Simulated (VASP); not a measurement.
# SnO (P4/nmm) in VASP: further runs, part 2 of 2

VASP 6.6.1.

## 3. Single point, PBEsol

This run uses another cell than the first one, of the same volume but with other edges.

Contents of INCAR:

```
PREC = Accurate ; ENCUT = 520
EDIFF = 1E-6 ; ISMEAR = 0
SIGMA = 0.15 ; LREAL = False
LASPH = True ; NELM = 100
ALGO = Normal ; ISIF = 2
LWAVE = False ; LCHARG = False
GGA = PS ; NBANDS = 28
```

Contents of KPOINTS:

```
regular mesh
0
Gamma
  14 14 12
```

Contents of POSCAR:

```
SnO
1.0
    3.6831088220      0.0000000000      0.0000000000
    0.0000000000      3.6831088220      0.0000000000
    0.0000000000      0.0000000000      5.1532524170
Sn O
2 2
Direct
    0.0000000000      0.5000000000      0.2385000000
    0.5000000000      0.0000000000      0.7615000000
    0.0000000000      0.0000000000      0.0000000000
    0.5000000000      0.5000000000      0.0000000000
```

Potentials or basis: VASP PAW PBE potentials, release 64 (Sn_d, O).

Command:

```bash
> cat potpaw_PBE.64/Sn_d/POTCAR potpaw_PBE.64/O/POTCAR > POTCAR
> mpirun -np 1 vasp_std > vasp.out
```

OUTCAR:

```text
PREC = Accurate
   ENCUT = 520
   EDIFF = 1E-6
   ISMEAR = 0
   LREAL = False
   LASPH = True
   NELM = 100
   ISIF = 2
   GGA = PS

 ion  position               nearest neighbor table
   1  0.000  0.500  0.239-   3 2.21   4 2.21   3 2.21   4 2.21   2 3.58   2 3.58   2 3.58   2 3.58
                             2 3.75   2 3.75   2 3.75   2 3.75
   2  0.500  0.000  0.761-   3 2.21   4 2.21   4 2.21   3 2.21   1 3.58   1 3.58   1 3.58   1 3.58
                             1 3.75   1 3.75   1 3.75   1 3.75
   3  0.000  0.000  0.000-   1 2.21   2 2.21   1 2.21   2 2.21
   4  0.500  0.500  0.000-   1 2.21   2 2.21   2 2.21   1 2.21

  LATTYP: Found a simple tetragonal cell.
 ALAT       =     3.6831088220
 C/A-ratio  =     1.3991583377

  Lattice vectors:

 A1 = (   3.6831088220,   0.0000000000,   0.0000000000)
 A2 = (   0.0000000000,   3.6831088220,   0.0000000000)
 A3 = (   0.0000000000,   0.0000000000,   5.1532524170)

Analysis of symmetry for initial positions (statically):
=====================================================================
 Subroutine PRICEL returns:
 Original cell was already a primitive cell.

 Routine SETGRP: Setting up the symmetry group for a
 simple tetragonal supercell.

 Subroutine GETGRP returns: Found 16 space group operations
 (whereof  8 operations were pure point group operations)
 out of a pool of 16 trial point group operations.

The static configuration has the point symmetry D_2d.
 The point group associated with its full space group is D_4h.

Analysis of symmetry for dynamics (positions and initial velocities):
=====================================================================
 Subroutine PRICEL returns:
 Original cell was already a primitive cell.

 Routine SETGRP: Setting up the symmetry group for a
 simple tetragonal supercell.

 Subroutine GETGRP returns: Found 16 space group operations
 (whereof  8 operations were pure point group operations)
 out of a pool of 16 trial point group operations.

The dynamic configuration has the point symmetry D_2d.
 The point group associated with its full space group is D_4h.

 Subroutine INISYM returns: Found 16 space group operations
 (whereof  8 operations are pure point group operations),
 and found     1 'primitive' translations

----------------------------------------------------------------------------------------

                                     Primitive cell

  volume of cell :      69.9054

  direct lattice vectors                    reciprocal lattice vectors
     3.683108822  0.000000000  0.000000000     0.271509762  0.000000000  0.000000000
     0.000000000  3.683108822  0.000000000     0.000000000  0.271509762  0.000000000
     0.000000000  0.000000000  5.153252417     0.000000000  0.000000000  0.194052206

  length of vectors
     3.683108822  3.683108822  5.153252417     0.271509762  0.271509762  0.194052206

  position of ions in fractional coordinates (direct lattice)
     0.000000000  0.500000000  0.238500000
     0.500000000  0.000000000  0.761500000
     0.000000000  0.000000000  0.000000000
     0.500000000  0.500000000  0.000000000

  ion indices of the primitive-cell ions
   primitive index   ion index
                 1           1
                 2           2
                 3           3
                 4           4

----------------------------------------------------------------------------------------

 KPOINTS: regular mesh

Automatic generation of k-mesh.
 Grid dimensions read from file:
 generate k-points for:   14   14   12

 Generating k-lattice:

  Cartesian coordinates                     Fractional coordinates (reciprocal lattice)
     0.019393554  0.000000000  0.000000000     0.071428571  0.000000000  0.000000000
     0.000000000  0.019393554  0.000000000     0.000000000  0.071428571  0.000000000
     0.000000000  0.000000000  0.016171017     0.000000000  0.000000000  0.083333333

  Length of vectors
     0.019393554  0.019393554  0.016171017

  Shift w.r.t. Gamma in fractional coordinates (k-lattice)
     0.000000000  0.000000000  0.000000000

 Subroutine IBZKPT returns following result:
 ===========================================

 Found    252 irreducible k-points:

 Following reciprocal coordinates:
            Coordinates               Weight
  0.000000  0.000000  0.000000      1.000000
  0.071429  0.000000  0.000000      4.000000
  0.142857  0.000000  0.000000      4.000000
  0.214286  0.000000  0.000000      4.000000
  0.285714  0.000000  0.000000      4.000000
  0.357143  0.000000  0.000000      4.000000
[... 16 lines left out ...]
  0.285714  0.214286  0.000000      8.000000
  0.357143  0.214286  0.000000      8.000000
 [... further k-points ...]
   k-points           NKPTS =    252   k-points in BZ     NKDIM =    252   number of bands    NBANDS=     28
   number of dos      NEDOS =    301   number of ions     NIONS =      4
   total plane-waves  NPLWV =  31360
   dimension x,y,z NGX =    28 NGY =   28 NGZ =   40
   dimension x,y,z NGXF=    56 NGYF=   56 NGZF=   80
   ions per type =               2   2
   NGX,Y,Z   is equivalent  to a cutoff of  12.64, 12.64, 12.90 a.u.
   NGXF,Y,Z  is equivalent  to a cutoff of  25.28, 25.28, 25.81 a.u.
 SYSTEM =  unknown system
   PREC   = accura    normal or accurate (medium, high low for compatibility)
   ISTART =      0    job   : 0-new  1-cont  2-samecut
   ICHARG =      2    charge: 1-file 2-atom 10-const
   ISPIN  =      1    spin polarized calculation?
   LNONCOLLINEAR =      F non collinear calculations
   LSORBIT =      F    spin-orbit coupling
   LASPH  =      T    aspherical Exc in radial PAW
   ENCUT  =  520.0 eV  38.22 Ry    6.18 a.u.   6.85  6.85  9.58*2*pi/ulx,y,z
   NELM   =    100;   NELMIN=  2; NELMDL= -5     # of ELM steps
   EDIFF  = 0.1E-05   stopping-criterion for ELM
   LREAL  =      F    real-space projection
   EDIFFG = 0.1E-04   stopping-criterion for IOM
   NSW    =      0    number of steps for IOM
   IBRION =     -1    ionic relax: 0-MD 1-quasi-New 2-CG
   NFREE  =      0    steps in history (QN), initial steepest desc. (CG)
   ISIF   =      2    stress and relaxation
   ISYM   =      2    0-nonsym 1-usesym 2-fastsym
   POTIM  = 0.5000    time-step for ionic-motion
   TEBEG  =    0.0;   TEEND  =   0.0 temperature during run
   PSTRESS=    0.0 pullay stress
   NELECT =      40.0000    total number of electrons
   NUPDOWN=      -1.0000    fix difference up-down
   EMIN   =  10.00;   EMAX   =-10.00  energy-range for DOS
   EFERMI =   0.00;   METHOD = LEGACY
   ISMEAR =     0;   SIGMA  =   0.15  broadening in eV -4-tet -1-fermi 0-gaus
   EFERMI_NEDOS =   21; number of points for ismear=-14 and -15
   IALGO  =     38    algorithm
   IMIX   =      4    mixing-type and parameters
     AMIX     =   0.40;   BMIX     =  1.00
     AMIX_MAG =   1.60;   BMIX_MAG =  1.00
  volume/ion in A,a.u.               =      17.48       117.94
  Fermi-wavevector in a.u.,A,eV,Ry     =   1.359121  2.568365 25.132801  1.847209
  Thomas-Fermi vector in A             =   2.485896
   LORBIT       =      0    0 simple, 1 ext, 2 COOP (PROOUT), +10 PAW based schemes
   GGA     = PS    functional components
   LHFCALC =     F    Hartree Fock is set to
   AEXX    =    0.0000 exact exchange contribution
   IVDW    =     0    specifies the selected vdW correction
   LEPSILON=     F    determine dielectric tensor
   LRPA    =     F    only Hartree local field effects (RPA)
 non-spin polarized calculation
 Gauss-broadening in eV      SIGMA  =   0.15
  energy-cutoff  :      520.00
  volume of cell :       69.91
 maximum number of plane-waves:      1912
 NGX is ok and might be reduce to    28

 number of electron      39.9999985 magnetization

 Free energy of the ion-electron system (eV)
  ---------------------------------------------------
  ext. energy  EPLUGINS =         0.00000000
  ---------------------------------------------------
  free energy    TOTEN  =       -24.09376248 eV

  energy without entropy =      -24.09116860  energy(sigma->0) =      -24.09246554

 E-fermi :   7.2418     XC(G=0): -10.4808

 val. band max:        7.1936175890   @ k =   0.0000   0.0000   0.0833
 cond. band min:       7.2602017466   @ k =   0.4286   0.4286   0.0000
 fundamental gap:      0.0665841577
 Fermi energy:         7.2418018025

 k-point     1 :       0.0000    0.0000    0.0000
  band No.  band energies     occupation
      1     -14.8487      2.00000
      2     -14.4529      2.00000
      3     -14.3992      2.00000
      4     -14.3992      2.00000
      5     -14.3660      2.00000
      6     -14.3382      2.00000
[... 20 lines left out ...]
     27      13.8816      0.00000
[... 691 lines left out ...]
      6     -14.3829      2.00000
[... 20 lines left out ...]
     27      14.7527      0.00000
     28      15.5806      0.00000

 [... further k-points ...]
[... 5 lines left out ...]
  --------------------------------------------------------------------------------------
  -------------------------------------------------------------------------------------
  Total        1.8721832      1.8721832     -1.8131369      0.0000000      0.0000000      0.0000000
  in kB       42.9090026     42.9090026    -41.5557049      0.0000000      0.0000000      0.0000000
  external PRESSURE =      14.7541001 kB  Pullay stress =       0.0000000 kB

 VOLUME and BASIS-vectors are now :
 -----------------------------------------------------------------------------
  energy-cutoff  :      520.00
  volume of cell :       69.91
      direct lattice vectors                 reciprocal lattice vectors
     3.683108822  0.000000000  0.000000000     0.271509762  0.000000000  0.000000000
     0.000000000  3.683108822  0.000000000     0.000000000  0.271509762  0.000000000
     0.000000000  0.000000000  5.153252417     0.000000000  0.000000000  0.194052206

 POSITION                                       TOTAL-FORCE (eV/Angst)
 -----------------------------------------------------------------------------------
      0.00000      1.84155      1.22905        -0.000000      0.000000     -0.455116
      1.84155      0.00000      3.92420         0.000000      0.000000      0.455116
      0.00000      0.00000      0.00000         0.000000      0.000000      0.000000
      1.84155      1.84155      0.00000         0.000000     -0.000000      0.000000
 -----------------------------------------------------------------------------------
    total drift:                                0.000000      0.000000      0.000000

  FREE ENERGIE OF THE ION-ELECTRON SYSTEM (eV)
  ---------------------------------------------------
  free  energy   TOTEN  =       -24.0937624758 eV

  energy  without entropy=      -24.0911686004  energy(sigma->0) =      -24.09246554
```

stdout:

```text
POSCAR found type information on POSCAR SnO
 POSCAR found :  2 types and       4 ions
 scaLAPACK will be used
 -----------------------------------------------------------------------------
|                                                                             |
|                                                                             |
|     You enforced a specific xc type in the INCAR file but a different       |
|     I HOPE YOU KNOW WHAT YOU ARE DOING!                                     |
|                                                                             |
 -----------------------------------------------------------------------------

 LDA part: xc-table for (Slater+PW92), standard interpolation
 POSCAR, INCAR and KPOINTS ok, starting setup
 FFT: planning ... GRIDC
 FFT: planning ... GRID_SOFT
 FFT: planning ... GRID
 WAVECAR not read
 entering main loop
```

Run time: 3.1 min. Hardware: 1 thread of Intel Xeon 6975P-C (Granite Rapids), shared host; peak memory 0.47 GiB.

Results:

| Item | Value |
| --- | --- |
| Free energy | -24.0938 eV |
| Pressure | 1.5 GPa |
| Largest force | 0.455 eV/Å |
| Band gap on the k mesh | zero (band 20 reaches 7.33 eV, above the bottom of band 21 at 7.02 eV) |

Forces in eV/Å, atoms in the order of the input:
```
Sn   0.000  0.000 -0.455
Sn   0.000  0.000  0.455
O    0.000  0.000  0.000
O    0.000  0.000  0.000
```

Stress tensor (GPa, compression positive):
```
 4.29  0.00  0.00
 0.00  4.29  0.00
 0.00  0.00 -4.16
```

Levels at points of the mesh, in eV from the Fermi level:
| k point | band 17 | band 18 | band 19 | band 20 | band 21 | band 22 | band 23 | band 24 |
| --- | --- | --- | --- | --- | --- | --- | --- | --- |
| (0.00, 0.00, 0.00) | -3.70 | -2.97 | -2.97 | 0.09 | 2.22 | 3.89 | 4.72 | 4.72 |
| (0.50, 0.00, 0.00) | -4.82 | -4.82 | -3.11 | -3.11 | 2.64 | 2.64 | 6.00 | 6.00 |
| (0.50, 0.50, 0.00) | -2.31 | -2.31 | -2.22 | -2.22 | -0.22 | -0.22 | 3.81 | 3.81 |
| (0.00, 0.00, 0.50) | -3.63 | -3.00 | -2.99 | -2.99 | 2.16 | 3.02 | 3.02 | 4.15 |
| (0.50, 0.00, 0.50) | -4.80 | -4.80 | -2.13 | -2.13 | 1.94 | 1.94 | 5.62 | 5.62 |
| (0.50, 0.50, 0.50) | -2.81 | -2.81 | -2.31 | -2.31 | 1.91 | 1.91 | 3.29 | 3.29 |

Caveat: the PAW data sets were made with another functional, which shifts forces and pressure a little; spin-orbit coupling is left out, which moves the levels of the heavy elements.

## 4. Single point, PBEsol

This run uses another cell than the first one, of the same volume but with other edges.

Contents of INCAR:

```
PREC = Accurate
ENCUT = 520
EDIFF = 1E-7
ISMEAR = 0
SIGMA = 0.15
LREAL = False
LASPH = True
NELM = 80
ALGO = Normal
ISIF = 2
LWAVE = False
LCHARG = False
GGA = PS
NBANDS = 28
```

KPOINTS is that of step 3.

Contents of POSCAR:

```
SnO
1.0
    3.8540886645      0.0000000000      0.0000000000
    0.0000000000      3.8540886645      0.0000000000
    0.0000000000      0.0000000000      4.7061646161
Sn O
2 2
Direct
    0.0000000000      0.5000000000      0.2385000000
    0.5000000000      0.0000000000      0.7615000000
    0.0000000000      0.0000000000      0.0000000000
    0.5000000000      0.5000000000      0.0000000000
```

Command:

```bash
> cat potpaw_PBE.64/Sn_d/POTCAR potpaw_PBE.64/O/POTCAR > POTCAR
> mpirun -np 1 vasp_std > vasp.out
```

It took 4.2 min on 1 thread of Intel Xeon 6975P-C (Granite Rapids), shared host; peak memory 0.48 GiB.

The run converged. Its results:

```yaml
Free_energy: -24.1997 eV
Pressure: -0.5 GPa
Largest_force: 0.305 eV/Å
```

Forces in eV/Å, atoms in the order of the input:
```
Sn   0.000  0.000  0.305
Sn   0.000  0.000 -0.305
O    0.000  0.000  0.000
O    0.000  0.000  0.000
```

Stress tensor (GPa, compression positive):
```
-1.26  0.00  0.00
 0.00 -1.26  0.00
 0.00  0.00  1.16
```

Levels at points of the mesh, in eV from the Fermi level:
```
           k point  band 16  band 17  band 18  band 19  band 20  band 21  band 22  band 23  band 24  band 25
(0.00, 0.00, 0.00)    -6.40    -3.49    -3.34    -3.34    -0.23     1.89     4.42     4.55     4.55     5.76
(0.50, 0.00, 0.00)    -4.98    -4.98    -4.98    -2.67    -2.67     3.22     3.22     5.75     5.75     5.83
(0.50, 0.50, 0.00)    -5.09    -2.66    -2.66    -1.83    -1.83     0.00     0.00     4.51     4.51     7.46
(0.00, 0.00, 0.50)    -3.58    -3.35    -3.35    -3.09    -2.01     1.27     2.76     2.76     3.32     8.10
(0.50, 0.00, 0.50)    -5.56    -4.94    -4.94    -1.68    -1.68     2.61     2.61     5.20     5.20     6.55
(0.50, 0.50, 0.50)    -5.62    -2.76    -2.76    -2.66    -2.66     2.39     2.39     4.12     4.12     5.39
```

Caveat: the PAW data sets were made with another functional, which shifts forces and pressure a little; spin-orbit coupling is left out, which moves the levels of the heavy elements.

## 5. Summary

```csv
cell,gap on the mesh (eV),pressure (GPa),largest force (eV/Å)
"a = 3.578, b = 3.578, c = 5.461 Å, 4 atoms",none,2.4,1.33
"a = 3.683, b = 3.683, c = 5.153 Å, 4 atoms",none,1.5,0.46
"a = 3.854, b = 3.854, c = 4.706 Å, 4 atoms",-,-0.5,0.31
```

Alike in all rows: task single point; level PBEsol; potentials or basis VASP PAW PBE potentials, release 64 (Sn_d, O); no spin polarisation; k mesh 14 × 14 × 12; cutoff (eV) 520; smearing gaussian 0.15 eV.

Caveats: the PAW data sets were made with another functional, which shifts forces and pressure a little; spin-orbit coupling is left out, which moves the levels of the heavy elements.

Absolute energies hang on the potentials; compare differences alone.
